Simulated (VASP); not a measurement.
Input of a VASP 6.6.1 run:

File INCAR:

```
PREC = Accurate ; ENCUT = 520
EDIFF = 1E-8 ; ISMEAR = -1
SIGMA = 0.05 ; LREAL = F
LASPH = T ; NELM = 60
ALGO = Normal ; ISIF = 2
LWAVE = F ; LCHARG = F
LEFG = T ; NBANDS = 17
```

The input KPOINTS:

```
Automatic mesh
0
Gamma
  14 14 12
```

File POSCAR:

```
B2W
1.0
    2.9596013921      0.0000000000      0.0000000000
   -1.4798006961      2.5630899906      0.0000000000
    0.0000000000      0.0000000000      3.0500000000
B W
2 1
Direct
    0.3333333333      0.6666666667      0.5000000000
    0.6666666667      0.3333333333      0.5000000000
    0.0000000000      0.0000000000      0.0000000000
```

Potentials or basis: VASP PAW LDA potentials, release 64 (B, W_sv).

Command:

```console
$ cat potpaw_LDA.64/B/POTCAR potpaw_LDA.64/W_sv/POTCAR > POTCAR
$ mpirun -np 1 vasp_std > vasp.out
```

Problem. What does it give for the pressure?

Solution. 44.2 GPa.

Problem. Predict the band gap on the k mesh.

Solution. Zero (band 10 reaches 16.26 eV, above the bottom of band 11 at 11.44 eV).

Electric field gradients, principal values (V/Å²):
```csv
atom,least,middle,greatest (by size)
1 B,-1.247,-1.247,2.495
2 B,-1.247,-1.247,2.495
3 W,-15.342,-15.343,30.686
```

Caveat: the cell differs from its parent crystal (equal xx and yy strain of -2 %); without QUAD_EFG the Cq values of the log hold for a quadrupole moment of 1 mb, not for the nuclei; spin-orbit coupling is left out, which moves the levels of the heavy elements.
